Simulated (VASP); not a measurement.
# TaN (P6_3mc) in VASP: notebook

The runs below take TaN through single point, with PBE.

All numbers are computed with VASP 6.6.1; they aren't measurements. Logs are shortened: lines on timing, memory, paths and dates and some standing lists are left out, and cuts for length are marked.

### Step 1. The cell of the first run

The structure is hexagonal, space group P6_3mc (No. 186). The conventional cell has a = 3.050 Å, b = 3.050 Å, c = 4.940 Å, α = 90.00°, β = 90.00°, γ = 120.00°. Within 2.5 Å of Ta (site symmetry 3m) lie 4 N at 1.85 to 1.90 Å. N (site symmetry 3m) has 4 Ta at 1.85 to 1.90 Å within 2.5 Å.

### Step 2. Single point, PBE

Contents of INCAR:

```
PREC = Accurate
ENCUT = 520
EDIFF = 1E-6
ISMEAR = 0
SIGMA = 0.05
LREAL = False
LASPH = True
NELM = 80
ALGO = Normal
ISIF = 2
LWAVE = False
LCHARG = True
GGA = PE
LELF = True
LVHAR = True
NBANDS = 24
```

Contents of KPOINTS:

```
regular mesh
0
Gamma
  15 15 8
```

Contents of POSCAR:

```
TaN
1.0
    3.0500010905      0.0000000000      0.0000000000
   -1.5250005453      2.6413784260      0.0000000000
    0.0000000000      0.0000000000      4.9400000000
Ta N
2 2
Direct
    0.3333333333      0.6666666667      0.0000000000
    0.6666666667      0.3333333333      0.5000000000
    0.3333333333      0.6666666667      0.3850000000
    0.6666666667      0.3333333333      0.8850000000
```

Potentials or basis: VASP PAW PBE potentials, release 64 (Ta_pv, N).

Started as:

```
> cat potpaw_PBE.64/Ta_pv/POTCAR potpaw_PBE.64/N/POTCAR > POTCAR
> mpirun -np 1 vasp_std > vasp.out
```

OUTCAR:

```text
PREC = Accurate
   ENCUT = 520
   EDIFF = 1E-6
   ISMEAR = 0
   LREAL = False
   LASPH = True
   NELM = 80
   ISIF = 2
   GGA = PE

 ion  position               nearest neighbor table
   1  0.333  0.667  0.000-   4 1.85   4 1.85   4 1.85   3 1.90   2 3.03   2 3.03   2 3.03   2 3.03
                             2 3.03   2 3.03
   2  0.667  0.333  0.500-   3 1.85   3 1.85   3 1.85   4 1.90   1 3.03   1 3.03   1 3.03   1 3.03
                             1 3.03   1 3.03
   3  0.333  0.667  0.385-   2 1.85   2 1.85   2 1.85   1 1.90
   4  0.667  0.333  0.885-   1 1.85   1 1.85   1 1.85   2 1.90

  LATTYP: Found a hexagonal cell.
 ALAT       =     3.0500010905
 C/A-ratio  =     1.6196715520

  Lattice vectors:

 A1 = (   3.0500010905,   0.0000000000,   0.0000000000)
 A2 = (  -1.5250005453,   2.6413784260,   0.0000000000)
 A3 = (   0.0000000000,   0.0000000000,   4.9400000000)

Analysis of symmetry for initial positions (statically):
=====================================================================
 Subroutine PRICEL returns:
 Original cell was already a primitive cell.

 Routine SETGRP: Setting up the symmetry group for a
 hexagonal supercell.

 Subroutine GETGRP returns: Found 12 space group operations
 (whereof  6 operations were pure point group operations)
 out of a pool of 24 trial point group operations.

The static configuration has the point symmetry C_3v.
 The point group associated with its full space group is C_6v.

Analysis of symmetry for dynamics (positions and initial velocities):
=====================================================================
 Subroutine PRICEL returns:
 Original cell was already a primitive cell.

 Routine SETGRP: Setting up the symmetry group for a
 hexagonal supercell.

 Subroutine GETGRP returns: Found 12 space group operations
 (whereof  6 operations were pure point group operations)
 out of a pool of 24 trial point group operations.

The dynamic configuration has the point symmetry C_3v.
 The point group associated with its full space group is C_6v.

 Subroutine INISYM returns: Found 12 space group operations
 (whereof  6 operations are pure point group operations),
 and found     1 'primitive' translations

----------------------------------------------------------------------------------------

                                     Primitive cell
[... 93 lines left out ...]
   ENCUT  =  520.0 eV  38.22 Ry    6.18 a.u.   5.67  5.67  9.19*2*pi/ulx,y,z
   NELM   =     80;   NELMIN=  2; NELMDL= -5     # of ELM steps
   EDIFF  = 0.1E-05   stopping-criterion for ELM
   LREAL  =      F    real-space projection
   EDIFFG = 0.1E-04   stopping-criterion for IOM
   NSW    =      0    number of steps for IOM
   IBRION =     -1    ionic relax: 0-MD 1-quasi-New 2-CG
   NFREE  =      0    steps in history (QN), initial steepest desc. (CG)
   ISIF   =      2    stress and relaxation
   ISYM   =      2    0-nonsym 1-usesym 2-fastsym
   POTIM  = 0.5000    time-step for ionic-motion
   TEBEG  =    0.0;   TEEND  =   0.0 temperature during run
   PSTRESS=    0.0 pullay stress
   NELECT =      32.0000    total number of electrons
   NUPDOWN=      -1.0000    fix difference up-down
   EMIN   =  10.00;   EMAX   =-10.00  energy-range for DOS
   EFERMI =   0.00;   METHOD = LEGACY
   ISMEAR =     0;   SIGMA  =   0.05  broadening in eV -4-tet -1-fermi 0-gaus
   EFERMI_NEDOS =   21; number of points for ismear=-14 and -15
   IALGO  =     38    algorithm
   IMIX   =      4    mixing-type and parameters
     AMIX     =   0.40;   BMIX     =  1.00
     AMIX_MAG =   1.60;   BMIX_MAG =  1.00
  volume/ion in A,a.u.               =       9.95        67.14
  Fermi-wavevector in a.u.,A,eV,Ry     =   1.522319  2.876766 31.530886  2.317455
  Thomas-Fermi vector in A             =   2.630914
   LORBIT       =      0    0 simple, 1 ext, 2 COOP (PROOUT), +10 PAW based schemes
   GGA     = PE    functional components
   LHFCALC =     F    Hartree Fock is set to
   AEXX    =    0.0000 exact exchange contribution
   IVDW    =     0    specifies the selected vdW correction
   LEPSILON=     F    determine dielectric tensor
   LRPA    =     F    only Hartree local field effects (RPA)
 non-spin polarized calculation
 Gauss-broadening in eV      SIGMA  =   0.05
  energy-cutoff  :      520.00
  volume of cell :       39.80
 maximum number of plane-waves:      1093
 NGX is ok and might be reduce to    24
   NGX = 11   NGY = 11   NGZ = 19

 number of electron      32.0000000 magnetization

 Free energy of the ion-electron system (eV)
  ---------------------------------------------------
  ext. energy  EPLUGINS =         0.00000000
  ---------------------------------------------------
  free energy    TOTEN  =       -37.67391990 eV

  energy without entropy =      -37.67266243  energy(sigma->0) =      -37.67329116

 E-fermi :   9.8189     XC(G=0): -13.5441

 val. band max:        9.8120889021   @ k =   0.2000   0.0667   0.3750
 cond. band min:       9.8257907505   @ k =   0.1333   0.0667   0.3750
 fundamental gap:      0.0137018485
 Fermi energy:         9.8189174570

 k-point     1 :       0.0000    0.0000    0.0000
  band No.  band energies     occupation
      1     -26.3324      2.00000
      2     -25.2240      2.00000
      3     -25.2240      2.00000
      4     -25.0329      2.00000
      5     -25.0329      2.00000
      6     -24.9774      2.00000
[... 637 lines left out ...]
     23      16.8266      0.00000
     24      17.4056      0.00000

 [... further k-points ...]

------------------------ aborting loop because EDIFF is reached ----------------------------------------

  FORCE on cell =-STRESS in cart. coord.  units (eV):
  Direction    XX          YY          ZZ          XY          YZ          ZX
  --------------------------------------------------------------------------------------
  -------------------------------------------------------------------------------------
  Total       36.9930854     36.9930854     30.5197251     -0.0000000      0.0000000      0.0000000
  in kB     1489.2704336   1489.2704337   1228.6654054     -0.0000000      0.0000000      0.0000000
  external PRESSURE =    1402.4020909 kB  Pullay stress =       0.0000000 kB

 VOLUME and BASIS-vectors are now :
 -----------------------------------------------------------------------------
  energy-cutoff  :      520.00
  volume of cell :       39.80
      direct lattice vectors                 reciprocal lattice vectors
     3.050001090  0.000000000  0.000000000     0.327868735  0.189295103  0.000000000
    -1.525000545  2.641378426  0.000000000     0.000000000  0.378590205  0.000000000
     0.000000000  0.000000000  4.940000000     0.000000000  0.000000000  0.202429150

 POSITION                                       TOTAL-FORCE (eV/Angst)
 -----------------------------------------------------------------------------------
     -0.00000      1.76092      0.00000         0.000000      0.000000      2.400000
      1.52500      0.88046      2.47000        -0.000000     -0.000000      2.400000
     -0.00000      1.76092      1.90190        -0.000000      0.000000     -2.400000
      1.52500      0.88046      4.37190        -0.000000     -0.000000     -2.400000
 -----------------------------------------------------------------------------------
    total drift:                               -0.000000      0.000000      0.000939

  FREE ENERGIE OF THE ION-ELECTRON SYSTEM (eV)
  ---------------------------------------------------
  free  energy   TOTEN  =       -37.6739198974 eV

  energy  without entropy=      -37.6726624316  energy(sigma->0) =      -37.67329116
```

stdout:

```text
POSCAR found type information on POSCAR TaN
 POSCAR found :  2 types and       4 ions
 scaLAPACK will be used
 LDA part: xc-table for (Slater+PW92), standard interpolation
 POSCAR, INCAR and KPOINTS ok, starting setup
 FFT: planning ... GRIDC
 FFT: planning ... GRID_SOFT
 FFT: planning ... GRID
 WAVECAR not read
 entering main loop
```

Run time: 34 s. Hardware: 1 thread of Intel Xeon 6975P-C (Granite Rapids), shared host; peak memory 0.24 GiB.

What came out:

```yaml
Free_energy: -37.6739 eV
Pressure: 140.2 GPa
Largest_force: 2.400 eV/Å
Band_gap_on_the_k_mesh: zero (band 16 reaches 11.00 eV, above the bottom of band 17 at 8.14 eV)
```

Forces in eV/Å, atoms in the order of the input:
```
Ta   0.000  0.000  2.400
Ta   0.000  0.000  2.400
N    0.000  0.000 -2.400
N    0.000  0.000 -2.400
```

Stress tensor (GPa, compression positive):
```
148.93   0.00   0.00
  0.00 148.93   0.00
  0.00   0.00 122.87
```

Caveat: spin-orbit coupling is left out, which moves the levels of the heavy elements; forces of over 1 eV/Å act on the atoms, so gaps and moduli don't describe the material at rest.

### Step 3. Single point, PBE

Contents of INCAR:

```
  PREC = Accurate
  ENCUT = 520
  EDIFF = 1E-6
  ISMEAR = 0
  SIGMA = 0.2
  LREAL = False
  LASPH = True
  NELM = 100
  ALGO = Normal
  ISIF = 2
  LWAVE = False
  LCHARG = False
  GGA = PE
  NBANDS = 24
```

KPOINTS is that of step 2.

POSCAR is that of step 2.

Potentials or basis: VASP PAW PBE potentials, release 64 (Ta_pv, N).

Started as:

```
> cat potpaw_PBE.64/Ta_pv/POTCAR potpaw_PBE.64/N/POTCAR > POTCAR
> mpirun -np 1 vasp_std > vasp.out
```

OUTCAR:

```text
PREC = Accurate
   ENCUT = 520
   EDIFF = 1E-6
   ISMEAR = 0
   LREAL = False
   LASPH = True
   NELM = 100
   ISIF = 2
   GGA = PE

 ion  position               nearest neighbor table
   1  0.333  0.667  0.000-   4 1.85   4 1.85   4 1.85   3 1.90   2 3.03   2 3.03   2 3.03   2 3.03
                             2 3.03   2 3.03
   2  0.667  0.333  0.500-   3 1.85   3 1.85   3 1.85   4 1.90   1 3.03   1 3.03   1 3.03   1 3.03
                             1 3.03   1 3.03
   3  0.333  0.667  0.385-   2 1.85   2 1.85   2 1.85   1 1.90
   4  0.667  0.333  0.885-   1 1.85   1 1.85   1 1.85   2 1.90

  LATTYP: Found a hexagonal cell.
 ALAT       =     3.0500010905
 C/A-ratio  =     1.6196715520

  Lattice vectors:

 A1 = (   3.0500010905,   0.0000000000,   0.0000000000)
 A2 = (  -1.5250005453,   2.6413784260,   0.0000000000)
 A3 = (   0.0000000000,   0.0000000000,   4.9400000000)

Analysis of symmetry for initial positions (statically):
=====================================================================
 Subroutine PRICEL returns:
 Original cell was already a primitive cell.

 Routine SETGRP: Setting up the symmetry group for a
[... 174 lines left out ...]

 E-fermi :   9.8031     XC(G=0): -13.5439

 val. band max:        9.7930888251   @ k =   0.4667   0.0667   0.0000
 cond. band min:       9.8126268550   @ k =   0.2000   0.0667   0.3750
 fundamental gap:      0.0195380299
 Fermi energy:         9.8030941545

 k-point     1 :       0.0000    0.0000    0.0000
  band No.  band energies     occupation
      1     -26.3307      2.00000
      2     -25.2231      2.00000
      3     -25.2231      2.00000
      4     -25.0320      2.00000
      5     -25.0320      2.00000
      6     -24.9756      2.00000
[... 637 lines left out ...]
     23      16.8276      0.00000
     24      17.4060      0.00000

 [... further k-points ...]

------------------------ aborting loop because EDIFF is reached ----------------------------------------

  FORCE on cell =-STRESS in cart. coord.  units (eV):
  Direction    XX          YY          ZZ          XY          YZ          ZX
  --------------------------------------------------------------------------------------
  -------------------------------------------------------------------------------------
  Total       36.9936003     36.9936003     30.5679758     -0.0000000     -0.0000000      0.0000000
  in kB     1489.2911634   1489.2911635   1230.6078848     -0.0000000     -0.0000000      0.0000000
  external PRESSURE =    1403.0634039 kB  Pullay stress =       0.0000000 kB

 VOLUME and BASIS-vectors are now :
 -----------------------------------------------------------------------------
  energy-cutoff  :      520.00
  volume of cell :       39.80
      direct lattice vectors                 reciprocal lattice vectors
     3.050001090  0.000000000  0.000000000     0.327868735  0.189295103  0.000000000
    -1.525000545  2.641378426  0.000000000     0.000000000  0.378590205  0.000000000
     0.000000000  0.000000000  4.940000000     0.000000000  0.000000000  0.202429150

 POSITION                                       TOTAL-FORCE (eV/Angst)
 -----------------------------------------------------------------------------------
     -0.00000      1.76092      0.00000         0.000000      0.000000      2.388842
      1.52500      0.88046      2.47000        -0.000000     -0.000000      2.388842
     -0.00000      1.76092      1.90190         0.000000     -0.000000     -2.388842
      1.52500      0.88046      4.37190        -0.000000      0.000000     -2.388842
 -----------------------------------------------------------------------------------
    total drift:                               -0.000000      0.000000      0.000947

  FREE ENERGIE OF THE ION-ELECTRON SYSTEM (eV)
  ---------------------------------------------------
  free  energy   TOTEN  =       -37.6855686953 eV

  energy  without entropy=      -37.6584436467  energy(sigma->0) =      -37.67200617
```

OSZICAR:

```text
N       E                     dE             d eps       ncg     rms          rms(c)
DAV:   1     0.291226499555E+03    0.29123E+03   -0.17800E+04  6480   0.144E+03
DAV:   2    -0.306202654738E+02   -0.32185E+03   -0.30661E+03  7728   0.428E+02
DAV:   3    -0.448008115187E+02   -0.14181E+02   -0.14021E+02  8104   0.894E+01
DAV:   4    -0.449274983217E+02   -0.12669E+00   -0.12656E+00  7296   0.903E+00
DAV:   5    -0.449287921294E+02   -0.12938E-02   -0.12936E-02  8176   0.793E-01    0.600E+01
DAV:   6    -0.377846385594E+02    0.71442E+01   -0.24153E+01  7616   0.385E+01    0.254E+01
DAV:   7    -0.377234353647E+02    0.61203E-01   -0.94257E-01  6816   0.781E+00    0.137E+01
DAV:   8    -0.376901231117E+02    0.33312E-01   -0.50073E-02  8032   0.161E+00    0.160E+00
DAV:   9    -0.376854944216E+02    0.46287E-02   -0.12369E-02  7712   0.823E-01    0.134E-01
DAV:  10    -0.376855746682E+02   -0.80247E-04   -0.57726E-04  7656   0.194E-01    0.306E-02
DAV:  11    -0.376855688739E+02    0.57943E-05   -0.15961E-05  7928   0.332E-02    0.136E-02
DAV:  12    -0.376855686953E+02    0.17864E-06   -0.24077E-06  5968   0.147E-02
   1 F= -.37685569E+02 E0= -.37672006E+02  d E =-.271250E-01
```

It took 34 s on 1 thread of Intel Xeon 6975P-C (Granite Rapids), shared host; peak memory 0.23 GiB.

Results:

```yaml
Free_energy: -37.6856 eV
Pressure: 140.3 GPa
Largest_force: 2.389 eV/Å
Band_gap_on_the_k_mesh: zero (band 16 reaches 11.00 eV, above the bottom of band 17 at 8.14 eV)
```

Forces in eV/Å, atoms in the order of the input:
```
Ta   0.000  0.000  2.389
Ta   0.000  0.000  2.389
N    0.000  0.000 -2.389
N    0.000  0.000 -2.389
```

Stress tensor (GPa, compression positive):
```
148.93   0.00   0.00
  0.00 148.93   0.00
  0.00   0.00 123.06
```

Caveat: spin-orbit coupling is left out, which moves the levels of the heavy elements; forces of over 1 eV/Å act on the atoms, so gaps and moduli don't describe the material at rest.

(Part 1 of 2 ends here.)
